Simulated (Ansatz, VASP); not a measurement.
**Two plane-wave programs on Rb**

INCAR

```
ALGO = Fast
EDIFF = 1E-6
ENCUT = 520
GGA = PE
ISIF = 2
ISMEAR = 0
IVDW = 12
LASPH = True
LCHARG = False
LREAL = False
LWAVE = False
NBANDS = 16
NELM = 60
PREC = Accurate
SIGMA = 0.15
```

KPOINTS

```
k-points
0
Gamma
  10 10 6
```

POSCAR

```
Rb
1.0
    2.2884576830     -4.3297492603      0.0000000000
    2.2884576830      4.3297492603      0.0000000000
    0.0000000000      0.0000000000      7.1581495820
Rb
2
Direct
    0.8359965595      0.1640034405      0.7500000000
    0.1640034405      0.8359965595      0.2500000000
```

Input for Ansatz:

```yaml
crystal:
  lattice:
    - [2.288457683, -4.3297492603, 0.0]
    - [2.288457683, 4.3297492603, 0.0]
    - [0.0, 0.0, 7.158149582]
  atoms:
    - { symbol: Rb, position: [0.8359965595, 0.1640034405, 0.75] }
    - { symbol: Rb, position: [0.1640034405, 0.8359965595, 0.25] }
basis:
  ecutwfc: 420
kpoints:
  mp_grid: { grid: [10, 10, 6] }
hamiltonian:
  xc: pbe
  dispersion: d3bj
scf:
  occupations: { method: gaussian, width: 0.15 }
output:
  forces: true
  stress: true
  eigenvalues: true
```

Change from the starting cell: normal strain along x -0.0750, normal strain along z -0.1100.

Alike in both runs: task single point; functional PBE; dispersion D3(BJ); k mesh 10 × 10 × 6; occupations gaussian, width 0.15 eV; no spin polarisation.

```csv
,VASP,Ansatz
version,VASP 6.6.1,Ansatz 0.2.0
potentials or method,"VASP PAW PBE potentials, release 64 (Rb_sv), cutoff 520 eV","scalar-relativistic, plane waves, PAW"
valence electrons in the cell,18,18
```

```tsv
	VASP	Ansatz	Ansatz less VASP
gap on the k mesh at the Fermi level (eV)	none	none	-
pressure (GPa)	0.9	0.9	0.00
traceless stress, the component that is largest in VASP (GPa)	-0.37	-0.37	+0.001
rms of the force components (eV/Å)	0.020	0.020	+0.0001
```

Atom by atom the forces differ by 0.000 eV/Å (rms over components). A gap of «none» marks a metal or a gap that the smearing closes.
